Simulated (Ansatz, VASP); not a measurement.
**One calculation of V, two programs**

INCAR

```
SYSTEM = V
PREC     = Accurate       ! precision mode
ENCUT    = 520            ! plane-wave cutoff, eV
EDIFF    = 1E-6           ! SCF threshold, eV
ISMEAR   = 1              ! smearing method
SIGMA    = 0.6            ! smearing width, eV
LREAL    = .False.        ! projectors in reciprocal space
LASPH    = .True.         ! aspherical terms in the spheres
NELM     = 100            ! most SCF steps
ALGO     = Normal         ! electronic algorithm
ISIF     = 2              ! what is computed and relaxed
LWAVE    = .False.        ! write WAVECAR
LCHARG   = .True.         ! write CHGCAR
GGA      = CA             ! functional
LELF     = .True.         ! ELF
LVHAR    = .True.       
NBANDS   = 12             ! bands
```

The input KPOINTS:

```
regular mesh
0
Gamma
  15 15 15
  0 0 0
```

The input POSCAR:

```
V
1.0
   -1.4636513664      1.4636513664      1.4636513664
    1.4636513664     -1.4636513664      1.4636513664
    1.4636513664      1.4636513664     -1.4636513664
V
1
Direct
    0.0000000000      0.0000000000      0.0000000000
```

Input for Ansatz:

```yaml
crystal:
  lattice:
    - [-1.4636513664, 1.4636513664, 1.4636513664]
    - [1.4636513664, -1.4636513664, 1.4636513664]
    - [1.4636513664, 1.4636513664, -1.4636513664]
  atoms:
    - { symbol: V, position: [0.0, 0.0, 0.0] }
hamiltonian:
  xc: lda
  pseudopotentials:
    kind: paw
    azcp:
      V: "pseudopotentials/V.paw.azcp"
basis:
  ecutwfc: 420
  fft_grid_basis: typed
kpoints:
  mp_grid: { grid: [15, 15, 15], shift: [0, 0, 0] }
magnetization:
  spin_polarized: false
scf:
  occupations: { method: cold, width: 0.6 }
  lower_state_search: "off"
output:
  stress: true
```

Alike in both runs: task single point; functional LDA; k mesh 15 × 15 × 15; no spin polarisation.

|  | VASP | Ansatz |
| --- | --- | --- |
| version | VASP 6.6.1 | Ansatz 0.2.0 |
| potentials or method | VASP PAW LDA potentials, release 64 (V_sv), cutoff 520 eV | plane waves (420 eV) with PAW, scalar-relativistic |
| occupations | methfessel-paxton of order 1, width 0.6 eV | cold, width 0.6 eV |
| valence electrons in the cell | 13 | 13 |

```tsv
	VASP	Ansatz	Ansatz less VASP
pressure (GPa)	0.3	-0.8	-1.07
```

Ansatz warns that its potentials were made for another functional, while VASP's fit it. LDA's correlation is that of Perdew and Zunger in VASP and of Perdew and Wang (1992) in Ansatz.
